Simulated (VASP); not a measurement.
Zr2N, 6 atoms in the cell. It takes space group P4_2/mnm (No. 136, tetragonal). Conventional cell: a = 5.370 Å, b = 5.370 Å, c = 3.534 Å, α = 90.00°, β = 90.00°, γ = 90.00°. Zr (site symmetry m2m) has 3 N at 2.25 to 2.35 Å within 3.0 Å. N (site symmetry mmm) has 6 Zr at 2.25 to 2.35 Å within 3.0 Å.  This cell differs from its parent crystal: strain +0.000 along x and y, +0.080 along z.

* Program: VASP 6.6.1
* Task: single point
* Functional: PBEsol
* Potentials or basis: VASP PAW PBE potentials, release 64 (Zr_sv, N)
* Cutoff: 520 eV
* k mesh: 10 × 10 × 14
* Occupations: gaussian, width 0.15 eV
* Spin: no spin polarisation
* Dipole correction: no
* Further INCAR settings: ALGO = Normal; EDIFF = 1e-07; NBANDS = 38

Potentials or basis: VASP PAW PBE potentials, release 64 (Zr_sv, N).

Launch:

```console
$ cat potpaw_PBE.64/Zr_sv/POTCAR potpaw_PBE.64/N/POTCAR > POTCAR
$ mpirun -np 1 vasp_std > vasp.out
```

Hardware: 1 thread of Intel(R) Xeon(R) Platinum 8259CL CPU @ 2.50GHz (Skylake/Cascade Lake), on a shared host.

Task: Estimate the wall time of this run.

Result: Wall time 11 min on 1 thread of Intel(R) Xeon(R) Platinum 8259CL CPU @ 2.50GHz (Skylake/Cascade Lake) (shared host), peak memory 0.55 GiB. Counts: scf iterations 16, k points 168.
